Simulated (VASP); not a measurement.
# BN (P1) in VASP: a series of runs

The runs below take BN through single point, with PBE.

All numbers are computed with VASP 6.6.1; they aren't measurements. Logs are shortened: lines on timing, memory, paths and dates and some standing lists are left out, and cuts for length are marked.

**1. The cell of the first run**

The typed cell holds 4 atoms: a = 2.554 Å, b = 2.554 Å, c = 4.227 Å, α = 90.00°, β = 90.00°, γ = 120.00°.

**2. Single point, PBE (all B atoms moved -0.050 Å, as atom 1 along Cartesian [1 1 0])**

Contents of INCAR:

```
SYSTEM = BN
PREC = Accurate
ENCUT = 520
EDIFF = 1E-6
ISMEAR = 0
SIGMA = 0.05
LREAL = .False.
LASPH = .True.
NELM = 60
ALGO = Normal
ISIF = 2
LWAVE = .False.
LCHARG = .False.
GGA = PE
NBANDS = 16
```

Contents of KPOINTS:

```
regular mesh
0
Gamma
  12 12 6
  0 0 0
```

Contents of POSCAR:

```
BN
1.0
    2.5539396017      0.0000000000      0.0000000000
   -1.2769698009      2.2117765748      0.0000000000
    0.0000000000      0.0000000000      4.2268550000
B N
2 2
Direct
    0.6448306947      0.3173482924      0.9997240000
    0.3114973614      0.6506816257      0.4997240000
    0.6666666667      0.3333333333      0.6252760000
    0.3333333333      0.6666666667      0.1252760000
```

Potentials or basis: VASP PAW PBE potentials, release 64 (B, N).

The run is started by

```console
$ cat potpaw_PBE.64/B/POTCAR potpaw_PBE.64/N/POTCAR > POTCAR
$ mpirun -np 1 vasp_std > vasp.out
```

OUTCAR:

```text
SYSTEM = BN
   PREC = Accurate
   ENCUT = 520
   EDIFF = 1E-6
   ISMEAR = 0
   LREAL = .False.
   LASPH = .True.
   NELM = 60
   ISIF = 2
   GGA = PE

 ion  position               nearest neighbor table
   1  0.645  0.317  1.000-   4 1.53   4 1.56   3 1.58   4 1.61
   2  0.311  0.651  0.500-   3 1.52   3 1.58   4 1.58   3 1.60
   3  0.667  0.333  0.625-   2 1.52   2 1.58   1 1.58   2 1.60
   4  0.333  0.667  0.125-   1 1.53   1 1.56   2 1.58   1 1.61

  LATTYP: Found a hexagonal cell.
 ALAT       =     2.5539396017
 C/A-ratio  =     1.6550332659

  Lattice vectors:

 A1 = (   2.5539396017,   0.0000000000,   0.0000000000)
 A2 = (  -1.2769698009,   2.2117765748,   0.0000000000)
 A3 = (   0.0000000000,   0.0000000000,   4.2268550000)

Analysis of symmetry for initial positions (statically):
=====================================================================
 Subroutine PRICEL returns:
 Original cell was already a primitive cell.

 Routine SETGRP: Setting up the symmetry group for a
 hexagonal supercell.

 Subroutine GETGRP returns: Found  1 space group operations
 (whereof  1 operations were pure point group operations)
 out of a pool of 24 trial point group operations.

The static configuration has the point symmetry C_1 .

Analysis of symmetry for dynamics (positions and initial velocities):
=====================================================================
 Subroutine PRICEL returns:
 Original cell was already a primitive cell.

 Routine SETGRP: Setting up the symmetry group for a
 hexagonal supercell.

 Subroutine GETGRP returns: Found  1 space group operations
 (whereof  1 operations were pure point group operations)
 out of a pool of 24 trial point group operations.

The dynamic configuration has the point symmetry C_1 .

 Subroutine INISYM returns: Found  1 space group operations
 (whereof  1 operations are pure point group operations),
 and found     1 'primitive' translations

----------------------------------------------------------------------------------------

                                     Primitive cell

  volume of cell :      23.8764

  direct lattice vectors                    reciprocal lattice vectors
[... 83 lines left out ...]
   ISTART =      0    job   : 0-new  1-cont  2-samecut
   ICHARG =      2    charge: 1-file 2-atom 10-const
   ISPIN  =      1    spin polarized calculation?
   LNONCOLLINEAR =      F non collinear calculations
   LSORBIT =      F    spin-orbit coupling
   LASPH  =      T    aspherical Exc in radial PAW
   ENCUT  =  520.0 eV  38.22 Ry    6.18 a.u.   4.75  4.75  7.86*2*pi/ulx,y,z
   NELM   =     60;   NELMIN=  2; NELMDL= -5     # of ELM steps
   EDIFF  = 0.1E-05   stopping-criterion for ELM
   LREAL  =      F    real-space projection
   EDIFFG = 0.1E-04   stopping-criterion for IOM
   NSW    =      0    number of steps for IOM
   IBRION =     -1    ionic relax: 0-MD 1-quasi-New 2-CG
   NFREE  =      0    steps in history (QN), initial steepest desc. (CG)
   ISIF   =      2    stress and relaxation
   ISYM   =      2    0-nonsym 1-usesym 2-fastsym
   POTIM  = 0.5000    time-step for ionic-motion
   TEBEG  =    0.0;   TEEND  =   0.0 temperature during run
   PSTRESS=    0.0 pullay stress
   NELECT =      16.0000    total number of electrons
   NUPDOWN=      -1.0000    fix difference up-down
   EMIN   =  10.00;   EMAX   =-10.00  energy-range for DOS
   EFERMI =   0.00;   METHOD = LEGACY
   ISMEAR =     0;   SIGMA  =   0.05  broadening in eV -4-tet -1-fermi 0-gaus
   EFERMI_NEDOS =   21; number of points for ismear=-14 and -15
   IALGO  =     38    algorithm
   IMIX   =      4    mixing-type and parameters
     AMIX     =   0.40;   BMIX     =  1.00
     AMIX_MAG =   1.60;   BMIX_MAG =  1.00
  volume/ion in A,a.u.               =       5.97        40.28
  Fermi-wavevector in a.u.,A,eV,Ry     =   1.432600  2.707222 27.923836  2.052344
  Thomas-Fermi vector in A             =   2.552210
   LORBIT       =      0    0 simple, 1 ext, 2 COOP (PROOUT), +10 PAW based schemes
   GGA     = PE    functional components
   LHFCALC =     F    Hartree Fock is set to
   AEXX    =    0.0000 exact exchange contribution
   IVDW    =     0    specifies the selected vdW correction
   LEPSILON=     F    determine dielectric tensor
   LRPA    =     F    only Hartree local field effects (RPA)
 non-spin polarized calculation
 Gauss-broadening in eV      SIGMA  =   0.05
  energy-cutoff  :      520.00
  volume of cell :       23.88
 maximum number of plane-waves:       660
   NGX =  9   NGY =  9   NGZ = 15

 number of electron      16.0000000 magnetization

 Free energy of the ion-electron system (eV)
  ---------------------------------------------------
  ext. energy  EPLUGINS =         0.00000000
  ---------------------------------------------------
  free energy    TOTEN  =       -34.77177564 eV

  energy without entropy =      -34.77177564  energy(sigma->0) =      -34.77177564

 E-fermi :   7.8667     XC(G=0): -12.7611

 val. band max:        7.6122784880   @ k =   0.0000   0.0000   0.0000
 cond. band min:      12.6092550571   @ k =   0.3333   0.3333   0.0000
 fundamental gap:      4.9969765691
 Fermi energy:         7.8667334938

 k-point     1 :       0.0000    0.0000    0.0000
  band No.  band energies     occupation
      1     -12.8590      2.00000
      2      -8.7631      2.00000
      3      -3.3943      2.00000
      4       5.2638      2.00000
      5       5.2759      2.00000
      6       7.0305      2.00000
[... 433 lines left out ...]
      3      -2.3739      2.00000
      4       1.9421      2.00000
      5       3.3340      2.00000
      6       4.7392      2.00000
[... 8 lines left out ...]
     15      22.0014      0.00000
     16      22.6450      0.00000

 [... further k-points ...]
[... 5 lines left out ...]
  --------------------------------------------------------------------------------------
  -------------------------------------------------------------------------------------
  Total        0.2097224      0.2089851     -0.0096070      0.0679159     -0.1691199     -0.1691388
  in kB       14.0729824     14.0235106     -0.6446548      4.5573518    -11.3484346    -11.3497025
  external PRESSURE =       9.1506127 kB  Pullay stress =       0.0000000 kB

 VOLUME and BASIS-vectors are now :
 -----------------------------------------------------------------------------
  energy-cutoff  :      520.00
  volume of cell :       23.88
      direct lattice vectors                 reciprocal lattice vectors
     2.553939602  0.000000000  0.000000000     0.391551938  0.226062617  0.000000000
    -1.276969801  2.211776575  0.000000000     0.000000000  0.452125233  0.000000000
     0.000000000  0.000000000  4.226855000     0.000000000  0.000000000  0.236582518

 POSITION                                       TOTAL-FORCE (eV/Angst)
 -----------------------------------------------------------------------------------
      1.24161      0.70190      4.22569         0.775880      0.861082     -0.048793
     -0.03536      1.43916      2.11226         0.946411      0.861169     -0.053826
      1.27697      0.73726      2.64295        -0.952554     -0.861165      0.053922
     -0.00000      1.47452      0.52952        -0.769737     -0.861087      0.048697
 -----------------------------------------------------------------------------------
    total drift:                               -0.000105     -0.000103      0.000189

  FREE ENERGIE OF THE ION-ELECTRON SYSTEM (eV)
  ---------------------------------------------------
  free  energy   TOTEN  =       -34.7717756441 eV

  energy  without entropy=      -34.7717756441  energy(sigma->0) =      -34.77177564
```

OSZICAR:

```text
N       E                     dE             d eps       ncg     rms          rms(c)
DAV:   1     0.376865504771E+02    0.37687E+02   -0.83275E+03 13984   0.972E+02
DAV:   2    -0.344366029108E+02   -0.72123E+02   -0.67517E+02 20032   0.228E+02
DAV:   3    -0.366950144215E+02   -0.22584E+01   -0.22532E+01 16040   0.370E+01
DAV:   4    -0.367004447842E+02   -0.54304E-02   -0.54300E-02 16936   0.208E+00
DAV:   5    -0.367004598475E+02   -0.15063E-04   -0.15063E-04 15816   0.101E-01    0.945E+00
DAV:   6    -0.349306029009E+02    0.17699E+01   -0.22472E+00 17672   0.137E+01    0.447E+00
DAV:   7    -0.347998676307E+02    0.13074E+00   -0.31682E-01 18072   0.454E+00    0.274E+00
DAV:   8    -0.347727389107E+02    0.27129E-01   -0.53516E-02 16672   0.188E+00    0.259E-01
DAV:   9    -0.347714914041E+02    0.12475E-02   -0.19969E-03 16104   0.528E-01    0.134E-01
DAV:  10    -0.347717663633E+02   -0.27496E-03   -0.49434E-04 16608   0.175E-01    0.257E-02
DAV:  11    -0.347717738628E+02   -0.74996E-05   -0.30762E-05 17576   0.538E-02    0.145E-02
DAV:  12    -0.347717755523E+02   -0.16894E-05   -0.55335E-06 16496   0.231E-02    0.189E-03
DAV:  13    -0.347717756441E+02   -0.91798E-07   -0.15212E-07  6976   0.426E-03
   1 F= -.34771776E+02 E0= -.34771776E+02  d E =-.184550E-15
```

Run time: 51 s. Hardware: 1 thread of Intel Xeon 6975P-C (Granite Rapids), shared host; peak memory 0.24 GiB.

Results:

```yaml
Free_energy: -34.7718 eV
Pressure: 0.9 GPa
Largest_force: 1.285 eV/Å
Band_gap_on_the_k_mesh: 5.00 eV, indirect (least direct gap 8.00 eV)
```

Forces on the atoms (eV/Å):
```
B    0.776  0.861 -0.049
B    0.946  0.861 -0.054
N   -0.953 -0.861  0.054
N   -0.770 -0.861  0.049
```

Stress tensor (GPa, compression positive):
```
 1.41  0.46 -1.13
 0.46  1.40 -1.13
-1.13 -1.13 -0.06
```

Caveat: the cell differs from its parent crystal (all B atoms moved -0.050 Å, as atom 1 along Cartesian [1 1 0]); forces of over 1 eV/Å act on the atoms, so gaps and moduli don't describe the material at rest.

(Part 1 of 2 ends here.)
